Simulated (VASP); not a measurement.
Set up this calculation in VASP 6.6.1, as the native input.

```
Task                   : single point
Functional             : LDA
Potentials or basis    : VASP PAW LDA potentials, release 64 (Mg, S)
Cutoff                 : 520 eV
k mesh                 : 7 × 7 × 4
Occupations            : methfessel-paxton, width 0.01 eV
Spin                   : no spin polarisation
Dipole correction      : no
Further INCAR settings : ALGO = Normal; EDIFF = 1e-06; NBANDS = 16
```

The structure of MgS lies in POSCAR:

```
MgS
1.0
    3.8250416999      0.0000000000      0.0000000000
   -1.9125208499      3.3125832826      0.0000000000
    0.0000000000      0.0000000000      4.6680912427
Mg S
2 2
Direct
    0.3333333333      0.6666666667     -0.0624999302
    0.6666666667      0.3333333333      0.4375000698
    0.3333333333      0.6666666667      0.4374999302
    0.6666666667      0.3333333333      0.9374999302
```

One way to write it, as run:

INCAR

```
SYSTEM = MgS
  ALGO = Normal
  EDIFF = 1E-6
  ENCUT = 520
  GGA = CA
  ISIF = 2
  ISMEAR = 1
  LASPH = .True.
  LCHARG = .False.
  LREAL = .False.
  LWAVE = .False.
  NBANDS = 16
  NELM = 80
  PREC = Accurate
  SIGMA = 0.01
```

KPOINTS

```
k-points
0
Gamma
  7 7 4
  0 0 0
```

Potentials or basis: VASP PAW LDA potentials, release 64 (Mg, S).

Run with:

```console
$ cat potpaw_LDA.64/Mg/POTCAR potpaw_LDA.64/S/POTCAR > POTCAR
$ mpirun -np 1 vasp_std > vasp.out
```

Results of the run:

| Quantity | Value |
| --- | --- |
| Pressure | 39.8 GPa |
| Band gap on the k mesh | 2.81 eV (least direct gap 3.36 eV) |

Caveat: the cell stands under pressure; an odd mesh through Γ misses points on the zone boundary, where band edges can lie.

Run time: 9.7 s on 1 thread of Intel(R) Xeon(R) Platinum 8559C (Emerald Rapids), on a shared host, peak memory 0.15 GiB.
